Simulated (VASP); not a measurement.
# Sr (I4/mmm) in VASP: a series of runs

Sr is run at these levels: PBE; tasks: single point, relaxation of cell and atoms.

All numbers are computed with VASP 6.6.1; they aren't measurements. Logs are shortened: lines on timing, memory, paths and dates and some standing lists are left out, and cuts for length are marked.

### Step 1. The cell of the first run

The structure is tetragonal, space group I4/mmm (No. 139). The conventional cell has a = 4.253 Å, b = 4.253 Å, c = 6.042 Å, α = 90.00°, β = 90.00°, γ = 90.00°. Within 5.6 Å of Sr (site symmetry 4/mmm) lie 12 Sr at 4.25 to 4.26 Å.

### Step 2. Single point, PBE

INCAR

```
SYSTEM = Sr
  PREC = Accurate
  ENCUT = 520
  EDIFF = 1E-7
  ISMEAR = 0
  SIGMA = 0.1
  LREAL = .False.
  LASPH = .True.
  NELM = 60
  ALGO = Fast
  ISIF = 2
  LWAVE = .False.
  LCHARG = .True.
  GGA = PE
  LELF = .True.
  LVHAR = .True.
  NBANDS = 11
```

KPOINTS

```
Automatic mesh
0
Gamma
  14 14 14
  0 0 0
```

POSCAR

```
Sr
1.0
   -2.1264032870      2.1264032870      3.0209254924
    2.1264032870     -2.1264032870      3.0209254924
    2.1264032870      2.1264032870     -3.0209254924
Sr
1
Direct
    0.5000000000      0.5000000000      0.0000000000
```

Potentials or basis: VASP PAW PBE potentials, release 64 (Sr_sv).

The run is started by

```console
$ cat potpaw_PBE.64/Sr_sv/POTCAR > POTCAR
$ mpirun -np 1 vasp_std > vasp.out
```

OUTCAR:

```text
SYSTEM = Sr
   PREC = Accurate
   ENCUT = 520
   EDIFF = 1E-7
   ISMEAR = 0
   LREAL = .False.
   LASPH = .True.
   NELM = 60
   ISIF = 2
   GGA = PE

 ion  position               nearest neighbor table
   1  0.500  0.500  0.000-

  LATTYP: Found a body centered tetragonal cell.
 ALAT       =     4.2528065740
 C/A-ratio  =     1.4206738255

  Lattice vectors:

 A1 = (  -2.1264032870,   2.1264032870,   3.0209254924)
 A2 = (   2.1264032870,  -2.1264032870,   3.0209254924)
 A3 = (   2.1264032870,   2.1264032870,  -3.0209254924)

Analysis of symmetry for initial positions (statically):
=====================================================================
 Subroutine PRICEL returns:
 Original cell was already a primitive cell.

 Routine SETGRP: Setting up the symmetry group for a
 body centered tetragonal supercell.

 Subroutine GETGRP returns: Found 16 space group operations
 (whereof 16 operations were pure point group operations)
 out of a pool of 16 trial point group operations.

The static configuration has the point symmetry D_4h.

Analysis of symmetry for dynamics (positions and initial velocities):
=====================================================================
 Subroutine PRICEL returns:
 Original cell was already a primitive cell.

 Routine SETGRP: Setting up the symmetry group for a
 body centered tetragonal supercell.

 Subroutine GETGRP returns: Found 16 space group operations
 (whereof 16 operations were pure point group operations)
 out of a pool of 16 trial point group operations.

The dynamic configuration has the point symmetry D_4h.

 Subroutine INISYM returns: Found 16 space group operations
 (whereof 16 operations are pure point group operations),
 and found     1 'primitive' translations

----------------------------------------------------------------------------------------

                                     Primitive cell

  volume of cell :      54.6376

  direct lattice vectors                    reciprocal lattice vectors
    -2.126403287  2.126403287  3.020925492     0.000000000  0.235138839  0.165512192
     2.126403287 -2.126403287  3.020925492     0.235138839  0.000000000  0.165512192
     2.126403287  2.126403287 -3.020925492     0.235138839  0.235138839  0.000000000

  length of vectors
     4.262531256  4.262531256  4.262531256     0.287549229  0.287549229  0.332536535

  position of ions in fractional coordinates (direct lattice)
     0.500000000  0.500000000  0.000000000

  ion indices of the primitive-cell ions
   primitive index   ion index
                 1           1

----------------------------------------------------------------------------------------

 KPOINTS: Automatic mesh

Automatic generation of k-mesh.
 Grid dimensions read from file:
 generate k-points for:   14   14   14

 Generating k-lattice:

  Cartesian coordinates                     Fractional coordinates (reciprocal lattice)
     0.000000000  0.016795631  0.011822299     0.071428571 -0.000000000  0.000000000
     0.016795631  0.000000000  0.011822299    -0.000000000  0.071428571  0.000000000
     0.016795631  0.016795631  0.000000000     0.000000000  0.000000000  0.071428571

  Length of vectors
     0.020539231  0.020539231  0.023752610

  Shift w.r.t. Gamma in fractional coordinates (k-lattice)
     0.000000000  0.000000000  0.000000000

 Subroutine IBZKPT returns following result:
 ===========================================

 Found    244 irreducible k-points:

 Following reciprocal coordinates:
            Coordinates               Weight
  0.000000  0.000000  0.000000      1.000000
  0.071429  0.000000  0.000000      8.000000
  0.142857 -0.000000  0.000000      8.000000
  0.214286 -0.000000  0.000000      8.000000
  0.285714 -0.000000  0.000000      8.000000
  0.357143  0.000000  0.000000      8.000000
[... 16 lines left out ...]
  0.214286  0.142857  0.000000     16.000000
  0.285714  0.142857 -0.000000     16.000000
 [... further k-points ...]
   k-points           NKPTS =    244   k-points in BZ     NKDIM =    244   number of bands    NBANDS=     11
   number of dos      NEDOS =    301   number of ions     NIONS =      1
   total plane-waves  NPLWV =  32768
   dimension x,y,z NGX =    32 NGY =   32 NGZ =   32
   dimension x,y,z NGXF=    64 NGYF=   64 NGZF=   64
   ions per type =               1
   NGX,Y,Z   is equivalent  to a cutoff of  12.48, 12.48, 12.48 a.u.
   NGXF,Y,Z  is equivalent  to a cutoff of  24.96, 24.96, 24.96 a.u.
 SYSTEM =  Sr
   PREC   = accura    normal or accurate (medium, high low for compatibility)
   ISTART =      0    job   : 0-new  1-cont  2-samecut
   ICHARG =      2    charge: 1-file 2-atom 10-const
   ISPIN  =      1    spin polarized calculation?
   LNONCOLLINEAR =      F non collinear calculations
   LSORBIT =      F    spin-orbit coupling
   LASPH  =      T    aspherical Exc in radial PAW
   ENCUT  =  520.0 eV  38.22 Ry    6.18 a.u.   7.93  7.93  7.93*2*pi/ulx,y,z
   NELM   =     60;   NELMIN=  2; NELMDL= -5     # of ELM steps
   EDIFF  = 0.1E-06   stopping-criterion for ELM
   LREAL  =      F    real-space projection
   EDIFFG = 0.1E-05   stopping-criterion for IOM
   NSW    =      0    number of steps for IOM
   IBRION =     -1    ionic relax: 0-MD 1-quasi-New 2-CG
   NFREE  =      0    steps in history (QN), initial steepest desc. (CG)
   ISIF   =      2    stress and relaxation
   ISYM   =      2    0-nonsym 1-usesym 2-fastsym
   POTIM  = 0.5000    time-step for ionic-motion
   TEBEG  =    0.0;   TEEND  =   0.0 temperature during run
   PSTRESS=    0.0 pullay stress
   NELECT =      10.0000    total number of electrons
   NUPDOWN=      -1.0000    fix difference up-down
   EMIN   =  10.00;   EMAX   =-10.00  energy-range for DOS
   EFERMI =   0.00;   METHOD = LEGACY
   ISMEAR =     0;   SIGMA  =   0.10  broadening in eV -4-tet -1-fermi 0-gaus
   EFERMI_NEDOS =   21; number of points for ismear=-14 and -15
   IALGO  =     68    algorithm
   IMIX   =      4    mixing-type and parameters
     AMIX     =   0.40;   BMIX     =  1.00
     AMIX_MAG =   1.60;   BMIX_MAG =  1.00
  volume/ion in A,a.u.               =      54.64       368.71
  Fermi-wavevector in a.u.,A,eV,Ry     =   0.929489  1.756480 11.754759  0.863950
  Thomas-Fermi vector in A             =   2.055777
   LORBIT       =      0    0 simple, 1 ext, 2 COOP (PROOUT), +10 PAW based schemes
   GGA     = PE    functional components
   LHFCALC =     F    Hartree Fock is set to
   AEXX    =    0.0000 exact exchange contribution
   IVDW    =     0    specifies the selected vdW correction
   LEPSILON=     F    determine dielectric tensor
   LRPA    =     F    only Hartree local field effects (RPA)
 non-spin polarized calculation
 RMM-DIIS sequential band-by-band and
 Gauss-broadening in eV      SIGMA  =   0.10
  energy-cutoff  :      520.00
  volume of cell :       54.64
 maximum number of plane-waves:      1487
   NGX = 15   NGY = 15   NGZ = 15

 number of electron      10.0000000 magnetization

 Free energy of the ion-electron system (eV)
  ---------------------------------------------------
  ext. energy  EPLUGINS =         0.00000000
  ---------------------------------------------------
  free energy    TOTEN  =        -1.64128196 eV

  energy without entropy =       -1.63444742  energy(sigma->0) =       -1.63786469

 E-fermi :   1.6198     XC(G=0):  -7.3699

 val. band max:        1.6171826907   @ k =   0.5000   0.5000   0.2143
 cond. band min:       1.6228150806   @ k =   0.3571   0.1429   0.1429
 fundamental gap:      0.0056323898
 Fermi energy:         1.6198467154

 k-point     1 :       0.0000    0.0000    0.0000
  band No.  band energies     occupation
      1     -35.0027      2.00000
      2     -16.8897      2.00000
      3     -16.8891      2.00000
      4     -16.8891      2.00000
      5      -2.0490      2.00000
      6       3.9400      0.00000
      7       3.9638      0.00000
      8       3.9638      0.00000
      9       5.4119      0.00000
     10       5.4507      0.00000
     11       8.7311      0.00000

 k-point     2 :       0.0714    0.0000    0.0000
  band No.  band energies     occupation
      1     -35.0020      2.00000
      2     -16.8995      2.00000
      3     -16.8909      2.00000
      4     -16.8905      2.00000
      5      -1.9662      2.00000
      6       3.8237      0.00000
      7       3.9884      0.00000
      8       4.0040      0.00000
      9       5.3583      0.00000
     10       5.3952      0.00000
     11       8.9496      0.00000

 k-point     3 :       0.1429   -0.0000    0.0000
  band No.  band energies     occupation
      1     -35.0000      2.00000
      2     -16.9279      2.00000
      3     -16.8948      2.00000
      4     -16.8942      2.00000
      5      -1.7234      2.00000
      6       3.4957      0.00000
      7       4.0774      0.00000
      8       4.0958      0.00000
      9       5.2602      0.00000
     10       5.2908      0.00000
     11       9.3231      0.00000

 k-point     4 :       0.2143   -0.0000    0.0000
  band No.  band energies     occupation
      1     -34.9971      2.00000
      2     -16.9685      2.00000
      3     -16.9004      2.00000
      4     -16.8996      2.00000
      5      -1.3386      2.00000
      6       3.0834      0.00000
      7       4.1195      0.00000
      8       4.1437      0.00000
      9       5.2776      0.00000
     10       5.2967      0.00000
     11       8.7340      0.00000
[... 239 lines left out ...]
 k-point    22 :       0.1429    0.1429    0.0000
  band No.  band energies     occupation
      1     -34.9962      2.00000
      2     -16.9690      2.00000
      3     -16.9184      2.00000
      4     -16.8978      2.00000
      5      -1.2100      2.00000
      6       3.0550      0.00000
      7       3.9002      0.00000
      8       4.3990      0.00000
      9       4.7345      0.00000
     10       5.6912      0.00000
     11       9.1734      0.00000

 k-point    23 :       0.2143    0.1429    0.0000
  band No.  band energies     occupation
      1     -34.9933      2.00000
      2     -17.0016      2.00000
      3     -16.9312      2.00000
      4     -16.9034      2.00000
      5      -0.7572      2.00000
      6       2.7544      0.00000
      7       3.6608      0.00000
      8       4.3907      0.00000
      9       4.8348      0.00000
     10       6.0373      0.00000
     11       8.6770      0.00000

 k-point    24 :       0.2857    0.1429   -0.0000
  band No.  band energies     occupation
      1     -34.9905      2.00000
      2     -17.0349      2.00000
      3     -16.9400      2.00000
      4     -16.9103      2.00000
      5      -0.2214      2.00000
      6       2.4089      0.00000
      7       3.4578      0.00000
      8       4.2062      0.00000
      9       5.2682      0.00000
     10       6.4290      0.00000
     11       7.9664      0.00000

 [... further k-points ...]
[... 5 lines left out ...]
  --------------------------------------------------------------------------------------
  -------------------------------------------------------------------------------------
  Total        0.0141057      0.0141057      0.0058317      0.0000000      0.0000000      0.0000000
  in kB        0.4136318      0.4136318      0.1710075      0.0000000      0.0000000      0.0000000
  external PRESSURE =       0.3327570 kB  Pullay stress =       0.0000000 kB

 VOLUME and BASIS-vectors are now :
 -----------------------------------------------------------------------------
  energy-cutoff  :      520.00
  volume of cell :       54.64
      direct lattice vectors                 reciprocal lattice vectors
    -2.126403287  2.126403287  3.020925492     0.000000000  0.235138839  0.165512192
     2.126403287 -2.126403287  3.020925492     0.235138839  0.000000000  0.165512192
     2.126403287  2.126403287 -3.020925492     0.235138839  0.235138839  0.000000000

 POSITION                                       TOTAL-FORCE (eV/Angst)
 -----------------------------------------------------------------------------------
      0.00000      0.00000      3.02093         0.000000     -0.000000      0.000000
 -----------------------------------------------------------------------------------
    total drift:                               -0.000000      0.000000     -0.000000

  FREE ENERGIE OF THE ION-ELECTRON SYSTEM (eV)
  ---------------------------------------------------
  free  energy   TOTEN  =        -1.6412819645 eV

  energy  without entropy=       -1.6344474168  energy(sigma->0) =       -1.63786469
```

Run time: 3.3 min. Hardware: 1 thread of Oxide Virtual Turin-like, shared host; peak memory 0.25 GiB.

Results:

- Free energy: -1.6413 eV
- Pressure: 0.0 GPa
- Band gap on the k mesh: zero (band 5 reaches 1.65 eV, above the bottom of band 6 at 1.62 eV)

### Step 3. Relaxation of cell and atoms, PBE

This run uses another cell than the first one, of 55.10 Å³/atom, 1.009 times its volume.

INCAR

```
ALGO = Fast ; EDIFF = 1E-6
EDIFFG = -0.01 ; ENCUT = 600
GGA = PE ; IBRION = 2
ISIF = 3 ; ISMEAR = 0
LASPH = T ; LCHARG = F
LREAL = F ; LWAVE = F
NELM = 80 ; NSW = 100
PREC = Accurate ; SIGMA = 0.1
```

KPOINTS

```
k-points
0
Gamma
  14 14 14
```

POSCAR

```
Sr
1.0
   -2.1176775116      2.1176775116      3.0718024463
    2.1176775116     -2.1176775116      3.0718024463
    2.1176775116      2.1176775116     -3.0718024463
Sr
1
Direct
    0.5000000000      0.5000000000      0.0000000000
```

Potentials or basis: VASP PAW PBE potentials, release 64 (Sr_sv).

The run is started by

```console
$ cat potpaw_PBE.64/Sr_sv/POTCAR > POTCAR
$ mpirun -np 1 vasp_std > vasp.out
```

Wall time 11 min (1 thread of Oxide Virtual Turin-like, shared host); peak memory 0.3 GiB.

It converged, with:

```
Free energy                            : -1.6413 eV
Relaxed volume                         : 54.78 Å³/atom
Relaxed cell                           : a = 4.263 Å, b = 4.263 Å, c = 4.263 Å, α = 120.02°, β = 120.02°, γ = 89.97°
Space group after relaxing (to 0.05 Å) : Fm-3m (No. 225)
Energy gained by relaxing              : 0.5 meV/atom
Ionic steps                            : 6
Pressure after relaxing                : 0.0 GPa
Band gap on the k mesh                 : zero (band 5 reaches 1.65 eV, above the bottom of band 6 at 1.61 eV)
```

Step by step:
```
step  energy change (eV)  largest force (eV/Å)  pressure (GPa)  volume (Å³)
   1              0.0000                0.0000           -0.06        55.10
   2             -0.0001                0.0000           -0.03        54.94
   3             -0.0003                0.0000            0.06        54.53
   4             -0.0004                0.0000            0.04        54.60
   5             -0.0004                0.0000            0.04        54.66
   6             -0.0005                0.0000            0.01        54.78
```

Final structure:
```cif
data_structure
_symmetry_space_group_name_H-M 'P 1'
_symmetry_Int_Tables_number 1
_cell_length_a 4.2633
_cell_length_b 4.2633
_cell_length_c 4.2633
_cell_angle_alpha 120.019
_cell_angle_beta 120.019
_cell_angle_gamma 89.968
_cell_volume 54.78
loop_
_atom_site_label
_atom_site_type_symbol
_atom_site_fract_x
_atom_site_fract_y
_atom_site_fract_z
_atom_site_occupancy
Sr1 Sr 0.50000 0.50000 0.00000 1
```

Levels at points of the mesh, in eV from the Fermi level:
| k point | band 1 | band 2 | band 3 | band 4 | band 5 | band 6 | band 7 | band 8 | band 9 |
| --- | --- | --- | --- | --- | --- | --- | --- | --- | --- |
| (0.00, 0.00, 0.00) | -36.63 | -18.51 | -18.51 | -18.51 | -3.66 | 2.33 | 2.33 | 2.33 | 3.81 |
| (0.50, 0.00, 0.00) | -36.61 | -18.71 | -18.54 | -18.54 | -1.13 | 0.06 | 2.17 | 2.18 | 4.85 |
| (0.50, 0.50, 0.00) | -36.61 | -18.70 | -18.59 | -18.59 | -0.66 | 0.33 | 1.05 | 4.86 | 5.15 |
| (0.50, 0.50, 0.50) | -36.61 | -18.70 | -18.59 | -18.59 | -0.66 | 0.33 | 1.05 | 4.86 | 5.15 |
